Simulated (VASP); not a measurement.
A run of VASP 6.6.1 is set up as follows.

INCAR

```
SYSTEM = Nb
PREC     = Accurate       ! precision mode
ENCUT    = 600            ! plane-wave cutoff, eV
EDIFF    = 1E-6           ! SCF threshold, eV
ISMEAR   = -1             ! smearing method
SIGMA    = 0.1            ! smearing width, eV
LREAL    = .False.        ! projectors in reciprocal space
LASPH    = .True.         ! aspherical terms in the spheres
NELM     = 80             ! most SCF steps
ALGO     = Normal         ! electronic algorithm
ISIF     = 3              ! what is computed and relaxed
LWAVE    = .False.        ! write WAVECAR
LCHARG   = .False.        ! write CHGCAR
GGA      = B5             ! functional
ALDAX    = 1.0          
AGGAX    = 1.0          
AGGAC    = 1.0          
ALDAC    = 0.0          
IBRION   = 2              ! ionic algorithm
NSW      = 80             ! ionic steps
EDIFFG   = -0.01          ! ionic threshold
```

Contents of KPOINTS:

```
Automatic mesh
0
Gamma
  12 12 4
  0 0 0
```

The input POSCAR:

```
Nb
1.0
    2.9403180252      0.0000000000      0.0000000000
   -1.4701590126      2.5463901050      0.0000000000
    0.0000000000      0.0000000000      9.6030786702
Nb
4
Direct
    0.0000000000      0.0000000000      0.0000000000
    0.0000000000      0.0000000000      0.5000000000
    0.3333333333      0.6666666667      0.2500000000
    0.6666666667      0.3333333333      0.7500000000
```

Potentials or basis: VASP PAW PBE potentials, release 64 (Nb_sv).

Run with:

```sh
$ cat potpaw_PBE.64/Nb_sv/POTCAR > POTCAR
$ mpirun -np 1 vasp_std > vasp.out
```

Question: Predict the space group after relaxing (to 0.1 Å).

Answer: P6_3/mmc (No. 194).

Question: What does it give for the relaxed volume?

Answer: 19.42 Å³/atom.

Question: Predict the band gap on the k mesh.

Answer: Zero (bands 26 and 27 overlap by 1.43 eV).

Final structure:
```cif
data_structure
_symmetry_space_group_name_H-M 'P 1'
_symmetry_Int_Tables_number 1
_cell_length_a 2.8909
_cell_length_b 2.8909
_cell_length_c 10.7334
_cell_angle_alpha 90.000
_cell_angle_beta 90.000
_cell_angle_gamma 120.000
_cell_volume 77.68
loop_
_atom_site_label
_atom_site_type_symbol
_atom_site_fract_x
_atom_site_fract_y
_atom_site_fract_z
_atom_site_occupancy
Nb1 Nb 0.00000 0.00000 0.00000 1
Nb2 Nb 0.00000 0.00000 0.50000 1
Nb3 Nb 0.33333 0.66667 0.25000 1
Nb4 Nb 0.66667 0.33333 0.75000 1
```

Caveat: the PAW data sets were made with another functional, which shifts forces and pressure a little.
